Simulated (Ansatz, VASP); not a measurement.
# One calculation of AlAs, two programs

```
Al As
1.0
     0.00000    2.86703    2.86703
     2.86703    0.00000    2.86703
     2.86703    2.86703    0.00000
Al As
1 1
Direct
  0.00000 0.00000 0.00000
  0.25000 0.25000 0.25000
```

Alike in both runs: task single point; functional r2SCAN; k mesh 6 × 6 × 6; no spin polarisation.

|  | VASP | Ansatz |
| --- | --- | --- |
| version | VASP 6.6.1 | Ansatz 0.2.0 |
| potentials or method | VASP PAW PBE potentials, release 64 (Al, As) | plane waves, PAW |
| plane-wave cutoff (eV) | 550 | 500 |
| occupations | gaussian, width 0.01 eV | fixed |
| valence electrons in the cell | 8 | 18 |

|  | VASP | Ansatz | Ansatz less VASP |
| --- | --- | --- | --- |
| gap on the k mesh at the Fermi level (eV) | 1.85 | 1.85 | +0.008 |
| pressure (GPa) | -2.1 | -2.1 | +0.05 |

VASP's potentials were made for PBE, not for r2SCAN. VASP's potentials hold 8 valence electrons a cell and Ansatz's 18, so a difference there can come from the potentials and not from the codes.
